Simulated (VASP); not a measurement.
# TiCo2 (Fd-3m) in VASP: notebook, part 2 of 2

VASP 6.6.1. The steps go on from the part before.

## 4. Relaxation of cell and atoms, LDA

This run uses another cell than the first one, of 11.38 Å³/atom.

File INCAR:

```
PREC = Accurate
ENCUT = 600
EDIFF = 1E-6
ISMEAR = -1
SIGMA = 0.15
LREAL = False
LASPH = True
NELM = 60
ALGO = Fast
ISIF = 3
LWAVE = False
LCHARG = False
IBRION = 2
NSW = 80
EDIFFG = -0.001
```

File KPOINTS:

```
Automatic mesh
0
Gamma
  10 10 10
```

File POSCAR:

```
TiCo2
1.0
    0.0000000000      3.2437359214      3.2437359214
    3.2437359214      0.0000000000      3.2437359214
    3.2437359214      3.2437359214      0.0000000000
Ti Co
2 4
Direct
    0.5000000000      0.5000000000      0.5000000000
    0.7500000000      0.7500000000      0.7500000000
    0.1250000000      0.1250000000      0.1250000000
    0.6250000000      0.1250000000      0.1250000000
    0.1250000000      0.1250000000      0.6250000000
    0.1250000000      0.6250000000      0.1250000000
```

Potentials or basis: VASP PAW LDA potentials, release 64 (Ti_sv, Co).

The run is started by

```sh
cat potpaw_LDA.64/Ti_sv/POTCAR potpaw_LDA.64/Co/POTCAR > POTCAR
mpirun -np 1 vasp_std > vasp.out
```

OUTCAR:

```text
PREC = Accurate
   ENCUT = 600
   EDIFF = 1E-6
   ISMEAR = -1
   LREAL = False
   LASPH = True
   NELM = 60
   ISIF = 3
   IBRION = 2
   NSW = 80
   EDIFFG = -0.001

 ion  position               nearest neighbor table
   1  0.500  0.500  0.500-   5 2.69   6 2.69   4 2.69   5 2.69   4 2.69   6 2.69   3 2.69   3 2.69
                             3 2.69   4 2.69   5 2.69   6 2.69   2 2.81   2 2.81   2 2.81   2 2.81
   2  0.750  0.750  0.750-   4 2.69   6 2.69   4 2.69   5 2.69   5 2.69   6 2.69   3 2.69   6 2.69
                             3 2.69   3 2.69   4 2.69   5 2.69   1 2.81   1 2.81   1 2.81   1 2.81
   3  0.125  0.125  0.125-   4 2.29   5 2.29   6 2.29   5 2.29   6 2.29   4 2.29   1 2.69   2 2.69
                             1 2.69   2 2.69   1 2.69   2 2.69
   4  0.625  0.125  0.125-   3 2.29   5 2.29   6 2.29   3 2.29   5 2.29   6 2.29   2 2.69   1 2.69
                             2 2.69   1 2.69   1 2.69   2 2.69
   5  0.125  0.125  0.625-   3 2.29   3 2.29   4 2.29   6 2.29   6 2.29   4 2.29   1 2.69   2 2.69
                             1 2.69   2 2.69   1 2.69   2 2.69
   6  0.125  0.625  0.125-   3 2.29   5 2.29   3 2.29   4 2.29   5 2.29   4 2.29   1 2.69   2 2.69
                             1 2.69   2 2.69   1 2.69   2 2.69

  LATTYP: Found a face centered cubic cell.
 ALAT       =     6.4874718428

  Lattice vectors:

 A1 = (   0.0000000000,   3.2437359214,   3.2437359214)
 A2 = (   3.2437359214,   0.0000000000,   3.2437359214)
 A3 = (   3.2437359214,   3.2437359214,   0.0000000000)

Analysis of symmetry for initial positions (statically):
=====================================================================
 Subroutine PRICEL returns:
 Original cell was already a primitive cell.

 Routine SETGRP: Setting up the symmetry group for a
 face centered cubic supercell.

 Subroutine GETGRP returns: Found 48 space group operations
 (whereof 24 operations were pure point group operations)
 out of a pool of 48 trial point group operations.

The static configuration has the point symmetry T_d .
 The point group associated with its full space group is O_h .

Analysis of symmetry for dynamics (positions and initial velocities):
[... 146 lines left out ...]
   LHFCALC =     F    Hartree Fock is set to
   AEXX    =    0.0000 exact exchange contribution
   IVDW    =     0    specifies the selected vdW correction
   LEPSILON=     F    determine dielectric tensor
   LRPA    =     F    only Hartree local field effects (RPA)
 conjugate gradient relaxation of ions
 non-spin polarized calculation
 RMM-DIIS sequential band-by-band and
  energy-cutoff  :      600.00
  volume of cell :       68.26
 maximum number of plane-waves:      2295
 NGX is ok and might be reduce to    40
   NGX = 19   NGY = 19   NGZ = 19

--------------------------------------- Ionic step        1  -------------------------------------------

 number of electron      60.0000010 magnetization

 Free energy of the ion-electron system (eV)
  ---------------------------------------------------
  ext. energy  EPLUGINS =         0.00000000
  ---------------------------------------------------
  free energy    TOTEN  =       -52.38407490 eV

  energy without entropy =      -51.79760670  energy(sigma->0) =      -52.09084080

------------------------ aborting loop because EDIFF is reached ----------------------------------------

  FORCE on cell =-STRESS in cart. coord.  units (eV):
  Direction    XX          YY          ZZ          XY          YZ          ZX
  --------------------------------------------------------------------------------------
  -------------------------------------------------------------------------------------
  Total        0.1185965      0.1185965      0.1185965      0.0000000     -0.0000000      0.0000000
  in kB        2.7836596      2.7836596      2.7836596      0.0000000     -0.0000000      0.0000000
  external PRESSURE =       2.7836596 kB  Pullay stress =       0.0000000 kB
[... 187 lines left out ...]
--------------------------------------- Ionic step        6  -------------------------------------------

 number of electron      60.0000010 magnetization

 Free energy of the ion-electron system (eV)
  ---------------------------------------------------
  ext. energy  EPLUGINS =         0.00000000
  ---------------------------------------------------
  free energy    TOTEN  =       -52.38419316 eV

  energy without entropy =      -51.79640764  energy(sigma->0) =      -52.09030040

 E-fermi :  10.9039     XC(G=0): -13.6396

 val. band max:       10.9016346163   @ k =   0.5000   0.5000   0.0000
 cond. band min:      10.9047750032   @ k =   0.5000   0.4000   0.1000
 fundamental gap:      0.0031403869
 Fermi energy:        10.9039015841

 k-point     1 :       0.0000    0.0000    0.0000
  band No.  band energies     occupation
      1     -45.3794      2.00000
      2     -45.2517      2.00000
      3     -22.0980      2.00000
      4     -22.0980      2.00000
      5     -22.0980      2.00000
      6     -21.8405      2.00000
[... 925 lines left out ...]
     35      12.0859      0.00076
     36      12.6492      0.00002

 [... further k-points ...]
[... 5 lines left out ...]
  --------------------------------------------------------------------------------------
  -------------------------------------------------------------------------------------
  Total       -0.0047657     -0.0047657     -0.0047657     -0.0000000      0.0000000     -0.0000000
  in kB       -0.1117271     -0.1117271     -0.1117271     -0.0000000      0.0000000     -0.0000000
  external PRESSURE =      -0.1117271 kB  Pullay stress =       0.0000000 kB
[... 21 lines left out ...]
  FREE ENERGIE OF THE ION-ELECTRON SYSTEM (eV)
  ---------------------------------------------------
  free  energy   TOTEN  =       -52.3841931578 eV

  energy  without entropy=      -51.7964076379  energy(sigma->0) =      -52.09030040

 reached required accuracy - stopping structural energy minimisation
```

OSZICAR:

```text
N       E                     dE             d eps       ncg     rms          rms(c)
DAV:   1     0.626116766278E+03    0.62612E+03   -0.30629E+04  3384   0.250E+03
DAV:   2     0.161791299665E+02   -0.60994E+03   -0.59894E+03  3384   0.574E+02
[... 80 lines left out ...]
   5 F= -.52384193E+02 E0= -.52090347E+02  d E =-.118040E-03
       N       E                     dE             d eps       ncg     rms          rms(c)
DAV:   1    -0.523841942648E+02   -0.13362E-05   -0.25105E-05  5080   0.510E-02    0.944E-03
RMM:   2    -0.523841986583E+02   -0.43935E-05   -0.19079E-05  3247   0.392E-02    0.244E-02
RMM:   3    -0.523841931478E+02    0.55105E-05   -0.61998E-06  3024   0.285E-02    0.225E-03
RMM:   4    -0.523841931578E+02   -0.10003E-07   -0.12590E-06  2038   0.675E-03
   6 F= -.52384193E+02 E0= -.52090300E+02  d E =-.118260E-03
```

Run time: 8.6 min. Hardware: 1 thread of Intel Xeon 6975P-C (Granite Rapids), shared host; peak memory 0.27 GiB.

Results:

* Free energy: -52.3842 eV
* Relaxed volume: 11.39 Å³/atom
* Relaxed cell: a = 4.589 Å, b = 4.589 Å, c = 4.589 Å, α = 60.00°, β = 60.00°, γ = 60.00°
* Space group after relaxing (to 0.1 Å): Fd-3m (No. 227)
* Energy gained by relaxing: 0.0 meV/atom
* Ionic steps: 6
* Pressure after relaxing: 0.0 GPa
* Band gap on the k mesh: zero (bands 30 and 31 overlap by 0.84 eV)

The path:
```tsv
step	energy change (eV)	largest force (eV/Å)	pressure (GPa)	volume (Å³)
1	0.0000	0.0000	0.28	68.26
2	0.0000	0.0000	-0.41	68.46
3	-0.0001	0.0000	-0.06	68.35
4	-0.0001	0.0000	0.03	68.34
5	-0.0001	0.0000	-0.03	68.34
6	-0.0001	0.0000	-0.01	68.34
```

Final structure:
```
CELL_PARAMETERS angstrom
0.00000 3.24500 3.24500
3.24500 0.00000 3.24500
3.24500 3.24500 0.00000
ATOMIC_POSITIONS crystal
Ti 0.50000 0.50000 0.50000
Ti 0.75000 0.75000 0.75000
Co 0.12500 0.12500 0.12500
Co 0.62500 0.12500 0.12500
Co 0.12500 0.12500 0.62500
Co 0.12500 0.62500 0.12500
```

Levels at points of the mesh, in eV from the Fermi level:
| k point | band 28 | band 29 | band 30 | band 31 | band 32 | band 33 |
| --- | --- | --- | --- | --- | --- | --- |
| (0.00, 0.00, 0.00) | -0.67 | -0.59 | -0.59 | -0.59 | 0.89 | 0.89 |
| (0.50, 0.00, 0.00) | -0.39 | -0.39 | 0.14 | 0.14 | 0.63 | 0.63 |
| (0.50, 0.50, 0.00) | -0.60 | -0.56 | -0.56 | 0.00 | 0.00 | 0.97 |

Caveat: the run has no spin polarisation, though such a crystal can be magnetic. Spin polarisation is off, so any magnetic state and its effect on volume and gap are missing.

## 5. Relaxation of cell and atoms, LDA

This run uses another cell than the first one, of 11.38 Å³/atom.

File INCAR:

```
SYSTEM = TiCo2
PREC = Accurate
ENCUT = 600
EDIFF = 1E-6
ISMEAR = 0
SIGMA = 0.1
LREAL = .False.
LASPH = .True.
NELM = 80
ALGO = Fast
ISIF = 3
LWAVE = .False.
LCHARG = .False.
IBRION = 2
NSW = 100
EDIFFG = -0.005
```

File KPOINTS:

```
regular mesh
0
Gamma
  10 10 10
  0 0 0
```

POSCAR, as its differences from that of step 4:

```diff
@@ -2,5 +2,5 @@
 1.0
-    0.0000000000      3.2437359214      3.2437359214
-    3.2437359214      0.0000000000      3.2437359214
-    3.2437359214      3.2437359214      0.0000000000
+    0.0000000000      3.2442710342      3.2442710342
+    3.2442710342      0.0000000000      3.2442710342
+    3.2442710342      3.2442710342      0.0000000000
 Ti Co
```

The run is started by

```sh
cat potpaw_LDA.64/Ti_sv/POTCAR potpaw_LDA.64/Co/POTCAR > POTCAR
mpirun -np 1 vasp_std > vasp.out
```

Run time: 5.4 min. Hardware: 1 thread of Intel Xeon 6975P-C (Granite Rapids), shared host; peak memory 0.28 GiB.

Results (log left out):

| Property | Result |
| --- | --- |
| Free energy | -52.1139 eV |
| Relaxed volume | 11.35 Å³/atom |
| Relaxed cell | a = 4.583 Å, b = 4.583 Å, c = 4.583 Å, α = 60.00°, β = 60.00°, γ = 60.00° |
| Space group after relaxing (to 0.1 Å) | Fd-3m (No. 227) |
| Energy gained by relaxing | 0.1 meV/atom |
| Ionic steps | 3 |
| Pressure after relaxing | 0.1 GPa |
| Band gap on the k mesh | zero (bands 30 and 31 overlap by 0.82 eV) |

Step by step:
```tsv
step	energy change (eV)	largest force (eV/Å)	pressure (GPa)	volume (Å³)
1	0.0000	0.0000	-0.74	68.29
2	0.0007	0.0000	1.25	67.78
3	-0.0005	0.0000	0.05	68.08
```

Final structure:
```xyz
6
Lattice="0.0000 3.2409 3.2409 3.2409 0.0000 3.2409 3.2409 3.2409 0.0000" Properties=species:S:1:pos:R:3 pbc="T T T"
Ti    3.2409    3.2409    3.2409
Ti    4.8614    4.8614    4.8614
Co    0.8102    0.8102    0.8102
Co    0.8102    2.4307    2.4307
Co    2.4307    2.4307    0.8102
Co    2.4307    0.8102    2.4307
```

Levels at points of the mesh, in eV from the Fermi level:
| k point | band 27 | band 28 | band 29 | band 30 | band 31 | band 32 | band 33 | band 34 |
| --- | --- | --- | --- | --- | --- | --- | --- | --- |
| (0.00, 0.00, 0.00) | -0.68 | -0.68 | -0.60 | -0.60 | -0.60 | 0.89 | 0.89 | 0.89 |
| (0.50, 0.00, 0.00) | -0.67 | -0.40 | -0.40 | 0.10 | 0.10 | 0.59 | 0.59 | 0.89 |
| (0.50, 0.50, 0.00) | -0.62 | -0.62 | -0.57 | -0.57 | -0.03 | -0.03 | 0.94 | 0.94 |

Caveat: the run has no spin polarisation, though such a crystal can be magnetic. LDA usually gives volumes a few per cent too small.
